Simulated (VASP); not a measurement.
Input of a VASP 6.6.1 run:

The input INCAR:

```
SYSTEM = Rh
PREC = Accurate ; ENCUT = 600
EDIFF = 1E-7 ; ISMEAR = 0
SIGMA = 0.1 ; LREAL = .False.
LASPH = .True. ; NELM = 80
ALGO = Normal ; ISIF = 3
LWAVE = .False. ; LCHARG = .False.
GGA = PE ; IBRION = 2
NSW = 90 ; EDIFFG = -0.04
```

Contents of KPOINTS:

```
regular mesh
0
Gamma
  6 6 4
  0 0 0
```

File POSCAR:

```
Rh
1.0
    2.5318422918     -1.6733540715      0.0000000000
    2.5318422918      1.6733540715      0.0000000000
    0.0000000000      0.0000000000      6.8260282876
Rh
4
Direct
    0.8500000000      0.1500000000      0.1170000000
    0.6500000000      0.3500000000      0.6170000000
    0.1500000000      0.8500000000      0.8830000000
    0.3500000000      0.6500000000      0.3830000000
```

Potentials or basis: VASP PAW PBE potentials, release 64 (Rh_pv).

Launch:

```sh
$ cat potpaw_PBE.64/Rh_pv/POTCAR > POTCAR
$ mpirun -np 1 vasp_std > vasp.out
```

(1) Estimate the relaxed cell.

(2) What does it give for the band gap on the k mesh?

(3) Predict the relaxed volume.

Results:

(1) a = 2.726 Å, b = 2.726 Å, c = 7.575 Å, α = 90.00°, β = 90.00°, γ = 90.01°.

(2) zero (bands 30 and 31 overlap by 1.78 eV).

(3) 14.07 Å³/atom.

Caveat: the k points lie up to 0.38 Å⁻¹ apart in the final cell, too coarse for converged energies and pressures of a metal.
